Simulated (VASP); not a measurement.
Si3BTe2, 6 atoms in the cell. It takes space group P4/mmm (No. 123, tetragonal). The conventional cell has a = 3.731 Å, b = 3.731 Å, c = 11.016 Å, α = 90.00°, β = 90.00°, γ = 90.00°. Within 3.5 Å of Si (site symmetry 4mm) lie 2 Te at 2.66 to 2.84 Å. Si (site symmetry 4/mmm) has 4 Te at 2.64 Å within 3.5 Å. B (site symmetry 4/mmm) has 4 Te at 2.64 Å within 3.5 Å. Te (site symmetry 4/mmm) has 6 Si at 2.64 to 2.84 Å within 3.5 Å. Te (site symmetry 4/mmm) has 4 B at 2.64 Å and 2 Si at 2.66 Å within 3.5 Å. The cell was generated, and may not be a known phase.

```yaml
Program: VASP 6.6.1
Task: single point
Functional: PBE
Potentials_or_basis: VASP PAW PBE potentials, release 64 (Si, B, Te)
Cutoff: 520 eV
k_mesh: 4 × 4 × 2
Occupations: gaussian, width 0.1 eV
Spin: no spin polarisation
Dipole_correction: no
Further_INCAR_settings: ALGO = Normal; EDIFF = 1e-06; NBANDS = 22
```

Potentials or basis: VASP PAW PBE potentials, release 64 (Si, B, Te).

The run is started by

```sh
$ cat potpaw_PBE.64/Si/POTCAR potpaw_PBE.64/B/POTCAR potpaw_PBE.64/Te/POTCAR > POTCAR
$ mpirun -np 1 vasp_std > vasp.out
```

Hardware: 1 thread of Intel(R) Xeon(R) 6975P-C (Granite Rapids), on a shared host.

**Question.** Estimate the wall time of this run.

**Answer.** It took 28 s on 1 thread of Intel(R) Xeon(R) 6975P-C (Granite Rapids) (shared host), peak memory 0.24 GiB. Counts: scf iterations 15, k points 12.
